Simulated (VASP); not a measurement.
A run of VASP 6.6.1:

INCAR

```
SYSTEM = GaP
PREC = Accurate
ENCUT = 500
EDIFF = 1E-6
ISMEAR = 0
SIGMA = 0.01
LREAL = .FALSE.
LASPH = .TRUE.
NELM = 120
ALGO = Normal
ISIF = 2
LWAVE = .FALSE.
LCHARG = .TRUE.
GGA = CA
LELF = .TRUE.
LVHAR = .TRUE.
NBANDS = 16
GGA_COMPAT = .FALSE.
```

File KPOINTS:

```
regular mesh
0
G
  6 6 6
  0 0 0
```

Contents of POSCAR:

```
GaP
1.0
    3.8540860000      0.0000000000      0.0000000000
    1.9270430000      3.3377363844      0.0000000000
    1.9270430000      1.1125787948      3.1468480416
Ga P
1 1
Direct
    0.0000000000      0.0000000000      0.0000000000
    0.2500000000      0.2500000000      0.2500000000
```

Potentials or basis: VASP PAW LDA potentials, release 64 (Ga_d, P).

Launch:

```bash
$ cat potpaw_LDA.64/Ga_d/POTCAR potpaw_LDA.64/P/POTCAR > POTCAR
$ mpirun -np 1 vasp_std > vasp.out
```

Hardware: 1 thread of Intel Xeon 8259CL (shared host).

Q: How long does it take, and how much memory?

A: Wall time 16 s on 1 thread of Intel Xeon 8259CL (shared host), peak memory 0.14 GiB. Counts: scf iterations 12, k points 16.
